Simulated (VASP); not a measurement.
Write the native input for VASP 6.6.1 that does the following.

```
Task                   : single point
Functional             : PBEsol
Potentials or basis    : VASP PAW PBE potentials, release 64 (In_d)
Cutoff                 : 520 eV
k mesh                 : 13 × 13 × 7
Occupations            : fermi-dirac, width 0.1 eV
Spin                   : no spin polarisation
Dipole correction      : no
Further INCAR settings : ALGO = Normal; EDIFF = 1e-06; NBANDS = 20
```

The structure of In lies in POSCAR:

```
In
1.0
    2.6323044608      0.0000000000      0.0000000000
   -1.3161522304      2.2796425336      0.0000000000
    0.0000000000      0.0000000000      4.2955372156
In
2
Direct
    0.3333333333      0.6666666667      0.2500000000
    0.6666666667      0.3333333333      0.7500000000
```

This isn't the form of In at room conditions, which is tetragonal.

These files were run (other wordings do the same):

INCAR

```
SYSTEM = In
PREC     = Accurate       ! precision mode
ENCUT    = 520            ! plane-wave cutoff, eV
EDIFF    = 1E-6           ! SCF threshold, eV
ISMEAR   = -1             ! smearing method
SIGMA    = 0.1            ! smearing width, eV
LREAL    = .False.        ! projectors in reciprocal space
LASPH    = .True.         ! aspherical terms in the spheres
NELM     = 60             ! most SCF steps
ALGO     = Normal         ! electronic algorithm
ISIF     = 2              ! what is computed and relaxed
LWAVE    = .False.        ! write WAVECAR
LCHARG   = .True.         ! write CHGCAR
GGA      = PS             ! functional
LELF     = .True.         ! ELF
LVHAR    = .True.       
NBANDS   = 20             ! bands
```

KPOINTS

```
regular mesh
0
Gamma
  13 13 7
  0 0 0
```

Potentials or basis: VASP PAW PBE potentials, release 64 (In_d).

The run is started by

```sh
$ cat potpaw_PBE.64/In_d/POTCAR > POTCAR
$ mpirun -np 1 vasp_std > vasp.out
```

It gave:

| Property | Result |
| --- | --- |
| Pressure | 177.7 GPa |
| Band gap on the k mesh | zero (bands 13 and 14 overlap by 7.94 eV) |

Caveat: the cell stands under pressure; the PAW data sets were made with another functional, which shifts forces and pressure a little; spin-orbit coupling is left out, which moves the levels of the heavy elements.

Wall time 56 s on 1 thread of Intel Xeon 8259CL, on a shared host, peak memory 0.16 GiB.
